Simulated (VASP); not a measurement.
# Ir (Fm-3m) in VASP: relaxation of cell and atoms with PBEsol

Aim: the relaxation of cell and atoms of Ir with PBEsol.

Everything below comes from runs of VASP 6.6.1. Logs are shortened: lines on timing, memory, paths and dates and some standing lists are left out, and cuts for length are marked.

### 1 The cell of the first run

It takes space group Fm-3m (No. 225, cubic). The conventional cell has a = 3.830 Å, b = 3.830 Å, c = 3.830 Å, α = 90.00°, β = 90.00°, γ = 90.00°. Within 3.6 Å of Ir (site symmetry m-3m) lie 12 Ir at 2.71 Å.

### 2 Relaxation of cell and atoms, PBEsol, target pressure 4 GPa, at which the enthalpy is minimised

Input file INCAR:

```
SYSTEM = Ir
PREC     = Accurate       ! precision mode
ENCUT    = 600            ! plane-wave cutoff, eV
EDIFF    = 1E-6           ! SCF threshold, eV
ISMEAR   = -1             ! smearing method
SIGMA    = 0.05           ! smearing width, eV
LREAL    = .False.        ! projectors in reciprocal space
LASPH    = .True.         ! aspherical terms in the spheres
NELM     = 80             ! most SCF steps
ALGO     = Normal         ! electronic algorithm
ISIF     = 3              ! what is computed and relaxed
LWAVE    = .False.        ! write WAVECAR
LCHARG   = .False.        ! write CHGCAR
GGA      = PS             ! functional
IBRION   = 2              ! ionic algorithm
NSW      = 100            ! ionic steps
EDIFFG   = -0.002         ! ionic threshold
PSTRESS  = 40.0
```

Input file KPOINTS:

```
Automatic mesh
0
Gamma
  24 24 24
  0 0 0
```

Input file POSCAR:

```
Ir
1.0
    0.0000000000      1.9152318222      1.9152318222
    1.9152318222      0.0000000000      1.9152318222
    1.9152318222      1.9152318222      0.0000000000
Ir
1
Direct
    0.0000000000      0.0000000000      0.0000000000
```

Potentials or basis: VASP PAW PBE potentials, release 64 (Ir).

Run with:

```sh
> cat potpaw_PBE.64/Ir/POTCAR > POTCAR
> mpirun -np 1 vasp_std > vasp.out
```

OUTCAR:

```text
SYSTEM = Ir
   PREC = Accurate
   ENCUT = 600
   EDIFF = 1E-6
   ISMEAR = -1
   LREAL = .False.
   LASPH = .True.
   NELM = 80
   ISIF = 3
   GGA = PS
   IBRION = 2
   NSW = 100
   EDIFFG = -0.002
   PSTRESS = 40.0

 ion  position               nearest neighbor table
   1  0.000  0.000  0.000-

  LATTYP: Found a face centered cubic cell.
 ALAT       =     3.8304636444

  Lattice vectors:

 A1 = (   0.0000000000,   1.9152318222,   1.9152318222)
 A2 = (   1.9152318222,   0.0000000000,   1.9152318222)
 A3 = (   1.9152318222,   1.9152318222,   0.0000000000)

Analysis of symmetry for initial positions (statically):
=====================================================================
 Subroutine PRICEL returns:
 Original cell was already a primitive cell.

 Routine SETGRP: Setting up the symmetry group for a
 face centered cubic supercell.

 Subroutine GETGRP returns: Found 48 space group operations
 (whereof 48 operations were pure point group operations)
 out of a pool of 48 trial point group operations.

The static configuration has the point symmetry O_h .

Analysis of symmetry for dynamics (positions and initial velocities):
=====================================================================
 Subroutine PRICEL returns:
 Original cell was already a primitive cell.

 Routine SETGRP: Setting up the symmetry group for a
 face centered cubic supercell.

 Subroutine GETGRP returns: Found 48 space group operations
 (whereof 48 operations were pure point group operations)
 out of a pool of 48 trial point group operations.

The dynamic configuration has the point symmetry O_h .

 Subroutine INISYM returns: Found 48 space group operations
 (whereof 48 operations are pure point group operations),
 and found     1 'primitive' translations

----------------------------------------------------------------------------------------

                                     Primitive cell

  volume of cell :      14.0506

  direct lattice vectors                    reciprocal lattice vectors
     0.000000000  1.915231822  1.915231822    -0.261065002  0.261065002  0.261065002
     1.915231822  0.000000000  1.915231822     0.261065002 -0.261065002  0.261065002
     1.915231822  1.915231822  0.000000000     0.261065002  0.261065002 -0.261065002

  length of vectors
     2.708546818  2.708546818  2.708546818     0.452177848  0.452177848  0.452177848

  position of ions in fractional coordinates (direct lattice)
     0.000000000  0.000000000  0.000000000

  ion indices of the primitive-cell ions
   primitive index   ion index
                 1           1

----------------------------------------------------------------------------------------

 KPOINTS: Automatic mesh

Automatic generation of k-mesh.
 Grid dimensions read from file:
 generate k-points for:   24   24   24

 Generating k-lattice:

  Cartesian coordinates                     Fractional coordinates (reciprocal lattice)
    -0.010877708  0.010877708  0.010877708     0.041666667  0.000000000  0.000000000
     0.010877708 -0.010877708  0.010877708     0.000000000  0.041666667  0.000000000
     0.010877708  0.010877708 -0.010877708     0.000000000  0.000000000  0.041666667

  Length of vectors
     0.018840744  0.018840744  0.018840744

  Shift w.r.t. Gamma in fractional coordinates (k-lattice)
     0.000000000  0.000000000  0.000000000

 Subroutine IBZKPT returns following result:
 ===========================================

 Found    413 irreducible k-points:

 Following reciprocal coordinates:
            Coordinates               Weight
  0.000000  0.000000  0.000000      1.000000
  0.041667  0.000000  0.000000      8.000000
  0.083333  0.000000  0.000000      8.000000
  0.125000  0.000000  0.000000      8.000000
  0.166667  0.000000  0.000000      8.000000
  0.208333  0.000000  0.000000      8.000000
[... 16 lines left out ...]
  0.416667  0.041667  0.000000     24.000000
  0.458333  0.041667  0.000000     24.000000
 [... further k-points ...]
   k-points           NKPTS =    413   k-points in BZ     NKDIM =    413   number of bands    NBANDS=      8
   number of dos      NEDOS =    301   number of ions     NIONS =      1
   total plane-waves  NPLWV =  13824
   dimension x,y,z NGX =    24 NGY =   24 NGZ =   24
   dimension x,y,z NGXF=    48 NGYF=   48 NGZF=   48
   ions per type =               1
   NGX,Y,Z   is equivalent  to a cutoff of  14.73, 14.73, 14.73 a.u.
   NGXF,Y,Z  is equivalent  to a cutoff of  29.46, 29.46, 29.46 a.u.
 SYSTEM =  Ir
   PREC   = accura    normal or accurate (medium, high low for compatibility)
   ISTART =      0    job   : 0-new  1-cont  2-samecut
   ICHARG =      2    charge: 1-file 2-atom 10-const
   ISPIN  =      1    spin polarized calculation?
   LNONCOLLINEAR =      F non collinear calculations
   LSORBIT =      F    spin-orbit coupling
   LASPH  =      T    aspherical Exc in radial PAW
   ENCUT  =  600.0 eV  44.10 Ry    6.64 a.u.   5.41  5.41  5.41*2*pi/ulx,y,z
   NELM   =     80;   NELMIN=  2; NELMDL= -5     # of ELM steps
   EDIFF  = 0.1E-05   stopping-criterion for ELM
   LREAL  =      F    real-space projection
   EDIFFG = -.2E-02   stopping-criterion for IOM
   NSW    =    100    number of steps for IOM
   IBRION =      2    ionic relax: 0-MD 1-quasi-New 2-CG
   NFREE  =      1    steps in history (QN), initial steepest desc. (CG)
   ISIF   =      3    stress and relaxation
   ISYM   =      2    0-nonsym 1-usesym 2-fastsym
   POTIM  = 0.5000    time-step for ionic-motion
   TEBEG  =    0.0;   TEEND  =   0.0 temperature during run
   PSTRESS=   40.0 pullay stress
   NELECT =       9.0000    total number of electrons
   NUPDOWN=      -1.0000    fix difference up-down
   EMIN   =  10.00;   EMAX   =-10.00  energy-range for DOS
   EFERMI =   0.00;   METHOD = LEGACY
   ISMEAR =    -1;   SIGMA  =   0.05  broadening in eV -4-tet -1-fermi 0-gaus
   EFERMI_NEDOS =   21; number of points for ismear=-14 and -15
   IALGO  =     38    algorithm
   IMIX   =      4    mixing-type and parameters
     AMIX     =   0.40;   BMIX     =  1.00
     AMIX_MAG =   1.60;   BMIX_MAG =  1.00
  volume/ion in A,a.u.               =      14.05        94.82
  Fermi-wavevector in a.u.,A,eV,Ry     =   1.411208  2.666796 27.096106  1.991508
  Thomas-Fermi vector in A             =   2.533083
   LORBIT       =      0    0 simple, 1 ext, 2 COOP (PROOUT), +10 PAW based schemes
   GGA     = PS    functional components
   LHFCALC =     F    Hartree Fock is set to
   AEXX    =    0.0000 exact exchange contribution
   IVDW    =     0    specifies the selected vdW correction
   LEPSILON=     F    determine dielectric tensor
   LRPA    =     F    only Hartree local field effects (RPA)
 conjugate gradient relaxation of ions
 non-spin polarized calculation
  energy-cutoff  :      600.00
  volume of cell :       14.05
 maximum number of plane-waves:       495
 NGX is ok and might be reduce to    24
   NGX = 11   NGY = 11   NGZ = 11

--------------------------------------- Ionic step        1  -------------------------------------------

 number of electron       9.0000000 magnetization

 Free energy of the ion-electron system (eV)
  ---------------------------------------------------
  ext. energy  EPLUGINS =         0.00000000
  ---------------------------------------------------
  free energy    TOTEN  =        -9.82272242 eV

  energy without entropy =       -9.81513087  energy(sigma->0) =       -9.81892665

------------------------ aborting loop because EDIFF is reached ----------------------------------------

  FORCE on cell =-STRESS in cart. coord.  units (eV):
  Direction    XX          YY          ZZ          XY          YZ          ZX
  --------------------------------------------------------------------------------------
  -------------------------------------------------------------------------------------
  Total        0.0941128      0.0941128      0.0941128      0.0000000     -0.0000000      0.0000000
  in kB       10.7316203     10.7316203     10.7316203      0.0000000     -0.0000000      0.0000000
  external PRESSURE =     -29.2683797 kB  Pullay stress =      40.0000000 kB
[... 96 lines left out ...]
  enthalpy is  TOTEN    =        -9.4728799864 eV   P V=        0.3482673658

--------------------------------------- Ionic step        4  -------------------------------------------

 number of electron       9.0000000 magnetization

 Free energy of the ion-electron system (eV)
  ---------------------------------------------------
  ext. energy  EPLUGINS =         0.00000000
  ---------------------------------------------------
  free energy    TOTEN  =        -9.82109722 eV

  energy without entropy =       -9.81359760  energy(sigma->0) =       -9.81734741

 E-fermi :  10.4993     XC(G=0): -14.1848

 val. band max:       10.4983858583   @ k =   0.5000   0.4583   0.0417
 cond. band min:      10.5052149408   @ k =  -0.3750   0.1250   0.0000
 fundamental gap:      0.0068290825
 Fermi energy:        10.4992866490

 k-point     1 :       0.0000    0.0000    0.0000
  band No.  band energies     occupation
      1      -0.8508      2.00000
      2       6.5073      2.00000
      3       6.5073      2.00000
      4       6.5073      2.00000
      5       9.2850      2.00000
      6       9.2850      2.00000
      7      24.7845      0.00000
      8      30.4435      0.00000
[... 243 lines left out ...]
 k-point    24 :       0.4583    0.0417    0.0000
  band No.  band energies     occupation
      1       2.2726      2.00000
      2       6.3739      2.00000
      3       6.5142      2.00000
      4       8.8423      2.00000
      5      11.3720      0.00000
      6      11.4794      0.00000
      7      18.5029      0.00000
      8      24.6327      0.00000

 [... further k-points ...]

------------------------ aborting loop because EDIFF is reached ----------------------------------------

  FORCE on cell =-STRESS in cart. coord.  units (eV):
  Direction    XX          YY          ZZ          XY          YZ          ZX
  --------------------------------------------------------------------------------------
  -------------------------------------------------------------------------------------
  Total        0.3464249      0.3464249      0.3464249      0.0000000      0.0000000      0.0000000
  in kB       39.7941279     39.7941279     39.7941279      0.0000000      0.0000000      0.0000000
  external PRESSURE =      -0.2058721 kB  Pullay stress =      40.0000000 kB
[... 16 lines left out ...]
  FREE ENERGIE OF THE ION-ELECTRON SYSTEM (eV)
  ---------------------------------------------------
  free  energy   TOTEN  =        -9.8210972239 eV

  energy  without entropy=       -9.8135976021  energy(sigma->0) =       -9.81734741

  enthalpy is  TOTEN    =        -9.4728801268 eV   P V=        0.3482170972

 reached required accuracy - stopping structural energy minimisation
```

It took 2.1 min on 1 thread of Intel Xeon 8259CL, shared host; peak memory 0.21 GiB.

Results:

| Quantity | Value |
| --- | --- |
| Free energy | -9.8211 eV |
| Relaxed volume | 13.95 Å³/atom |
| Relaxed cell | a = 2.702 Å, b = 2.702 Å, c = 2.702 Å, α = 60.00°, β = 60.00°, γ = 60.00° |
| Space group after relaxing (to 0.1 Å) | Fm-3m (No. 225) |
| Energy change on relaxing (the run minimises the enthalpy) | +1.6 meV/atom |
| Ionic steps | 4 |
| Pressure after relaxing | 4.0 GPa |
| Band gap on the k mesh | zero (an odd number of electrons rules out a gap without spin polarisation) |

Step by step:
```csv
step,energy change (eV),largest force (eV/Å),pressure (GPa),volume (Å³)
1,0.0000,0.0000,1.07,14.05
2,0.0285,0.0000,17.29,13.54
3,0.0016,0.0000,3.97,13.95
4,0.0016,0.0000,3.98,13.95
```

Final structure:
```
CELL_PARAMETERS angstrom
0.00000 1.91054 1.91054
1.91054 0.00000 1.91054
1.91054 1.91054 0.00000
ATOMIC_POSITIONS crystal
Ir 0.00000 0.00000 0.00000
```

Caveat: the cell is relaxed towards a set pressure, so the run minimises the enthalpy, not the energy; the PAW data sets were made with another functional, which shifts forces and pressure a little; spin-orbit coupling is left out, which moves the levels of the heavy elements.
